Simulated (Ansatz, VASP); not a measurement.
# AlNi in VASP and in Ansatz

INCAR

```
PREC = Accurate
ENCUT = 520
EDIFF = 1E-6
ISMEAR = 0
SIGMA = 0.15
LREAL = False
LASPH = True
NELM = 80
ALGO = Fast
ISIF = 2
LWAVE = False
LCHARG = False
GGA = PE
NBANDS = 28
```

Contents of KPOINTS:

```
Automatic mesh
0
Gamma
  15 15 5
```

The input POSCAR:

```
AlNi
1.0
    0.0000000000     -2.8927237813      0.0000000000
    0.0000000000      0.0000000000     -2.8927237813
    8.9781713440     -0.9642412604     -0.9642412604
Al Ni
3 3
Direct
    0.7583535942     -0.2416464058      0.7249392174
    0.9731503994     -0.0268496006      0.0805488019
    0.8657519968     -0.1342480032      0.4027440097
    0.2046543929      0.2046543929      0.8860368213
    0.4194511981      0.4194511981      0.2416464058
    0.3120527955      0.3120527955      0.5638416136
```

Input for Ansatz:

```yaml
crystal:
  lattice:
    - [0.0, -2.8927237813, 0.0]
    - [0.0, 0.0, -2.8927237813]
    - [8.978171344, -0.9642412604, -0.9642412604]
  atoms:
    - { symbol: Al, position: [0.7583535942, -0.2416464058, 0.7249392174] }
    - { symbol: Al, position: [0.9731503994, -0.0268496006, 0.0805488019] }
    - { symbol: Al, position: [0.8657519968, -0.1342480032, 0.4027440097] }
    - { symbol: Ni, position: [0.2046543929, 0.2046543929, 0.8860368213] }
    - { symbol: Ni, position: [0.4194511981, 0.4194511981, 0.2416464058] }
    - { symbol: Ni, position: [0.3120527955, 0.3120527955, 0.5638416136] }
basis:
  ecutwfc: 520.0
kpoints:
  mp_grid: { grid: [15, 15, 5] }
hamiltonian:
  xc: pbe
  pseudopotentials: { kind: paw, azcp: { folder: soft_1 } }
scf:
  occupations: { method: gaussian, width: 0.15 }
output:
  forces: true
  stress: true
  eigenvalues: true
```

Alike in both runs: task single point; functional PBE; k mesh 15 × 15 × 5; occupations gaussian, width 0.15 eV; no spin polarisation.

```csv
,VASP,Ansatz
version,VASP 6.6.1,Ansatz 0.2.0
potentials or method,"VASP PAW PBE potentials, release 64 (Al, Ni), cutoff 520 eV","scalar-relativistic, plane waves, PAW"
valence electrons in the cell,39,63
```

```csv
,VASP,Ansatz,Ansatz less VASP
gap on the k mesh at the Fermi level (eV),none,none,-
pressure (GPa),7.9,7.3,-0.62
"traceless stress, the component that is largest in VASP (GPa)",16.36,16.48,+0.128
rms of the force components (eV/Å),2.318,2.328,+0.0097
```

Atom by atom the forces differ by 0.011 eV/Å (rms over components). A gap of «none» marks a metal or a gap that the smearing closes. VASP's potentials hold 39 valence electrons a cell and Ansatz's 63, so a difference there can come from the potentials and not from the codes.
